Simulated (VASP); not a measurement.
**Au: single point with PBEsol**

The system is Au.

```
CELL_PARAMETERS angstrom
1.41002 -2.46666 0.00000
1.41002 2.46666 0.00000
0.00000 0.00000 4.80068
ATOMIC_POSITIONS crystal
Au 0.66386 0.33614 0.25000
Au 0.33614 0.66386 0.75000
```

This cell differs from its parent crystal: strain -0.0200 x Voigt [0, 1, 0, 0, 0, 0].

| Item | Value |
| --- | --- |
| Program | VASP 6.6.1 |
| Task | single point |
| Functional | PBEsol |
| Potentials or basis | VASP PAW PBE potentials, release 64 (Au) |
| Cutoff | 520 eV |
| k mesh | 24 × 24 × 12 |
| Occupations | gaussian, width 0.15 eV |
| Spin | no spin polarisation |

```json
{
  "Pressure": "3.4 GPa",
  "Largest force": "0.009 eV/Å",
  "Band gap on the k mesh": "zero (bands 11 and 12 overlap by 7.05 eV)"
}
```

Forces in eV/Å, atoms in the order of the input:
```
Au   0.000 -0.009  0.000
Au   0.000  0.009  0.000
```

Stress tensor (GPa, compression positive):
```
3.96 0.00 0.00
0.00 3.79 0.00
0.00 0.00 2.42
```

Levels at points of the mesh, in eV from the Fermi level:
```tsv
k point	band 9	band 10	band 11	band 12	band 13	band 14
(0.00, 0.00, 0.00)	-3.51	-2.22	-2.15	-1.36	2.67	14.59
(0.50, 0.00, 0.00)	-1.81	-1.64	0.39	1.74	5.74	7.25
(0.50, 0.50, 0.00)	-1.85	-1.64	0.41	1.57	5.74	7.32
(0.00, 0.00, 0.50)	-2.69	-2.69	-2.63	-2.63	10.55	10.55
(0.50, 0.00, 0.50)	-1.70	-1.70	0.44	0.44	4.14	4.14
(0.50, 0.50, 0.50)	-1.73	-1.73	0.27	0.27	4.07	4.07
```

Wall time 18 min on 1 thread of Oxide Virtual Turin-like Processor (shared host), peak memory 0.56 GiB.

Caveat: the cell differs from its parent crystal (strain -0.0200 x Voigt [0, 1, 0, 0, 0, 0]); the cell stands under pressure; the PAW data sets were made with another functional, which shifts forces and pressure a little; spin-orbit coupling is left out, which moves the levels of the heavy elements.
